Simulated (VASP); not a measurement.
Write the native input for VASP 6.6.1 that does the following.

```yaml
Task: single point
Functional: PBE
Potentials_or_basis: VASP PAW PBE potentials, release 64 (Cs_sv, Pb_d, I, Cl)
Cutoff: 520 eV
k_mesh: 6 × 6 × 6
Occupations: gaussian, width 0.02 eV
Spin: no spin polarisation
Dipole_correction: no
Further_INCAR_settings: ALGO = Normal; EDIFF = 1e-06; NBANDS = 39
```

The structure of Cs2PbI2Cl2 lies in POSCAR:

```
Cs2PbI2Cl2
1.0
   -2.8820472533      2.8820472533      9.7442251588
    2.8820472533     -2.8820472533      9.7442251588
    2.8820472533      2.8820472533     -9.7442251588
Cs Pb I Cl
2 1 2 2
Direct
    0.3685174570      0.3685174570      0.0000000000
    0.6314825430      0.6314825430      0.0000000000
    0.0000000000      0.0000000000      0.0000000000
    0.1662517322      0.1662517322      0.0000000000
    0.8337482678      0.8337482678      0.0000000000
    0.5000000000      0.0000000000      0.5000000000
    0.0000000000      0.5000000000      0.5000000000
```

One way to write it, as run:

INCAR

```
ALGO = Normal
EDIFF = 1E-6
ENCUT = 520
GGA = PE
ISIF = 2
ISMEAR = 0
LASPH = True
LCHARG = True
LELF = True
LREAL = False
LVHAR = True
LWAVE = False
NBANDS = 39
NELM = 60
PREC = Accurate
SIGMA = 0.02
```

KPOINTS

```
k-points
0
Gamma
  6 6 6
```

Potentials or basis: VASP PAW PBE potentials, release 64 (Cs_sv, Pb_d, I, Cl).

Run with:

```console
$ cat potpaw_PBE.64/Cs_sv/POTCAR potpaw_PBE.64/Pb_d/POTCAR potpaw_PBE.64/I/POTCAR potpaw_PBE.64/Cl/POTCAR > POTCAR
$ mpirun -np 1 vasp_std > vasp.out
```

It gave:

```
Pressure               : 0.0 GPa
Band gap on the k mesh : 2.51 eV
```

Caveat: spin-orbit coupling is left out, which moves the levels of the heavy elements.

Wall time 19 min on 1 thread of Intel(R) Xeon(R) Platinum 8175M CPU @ 2.50GHz (Skylake/Cascade Lake) (shared host), peak memory 1.2 GiB.
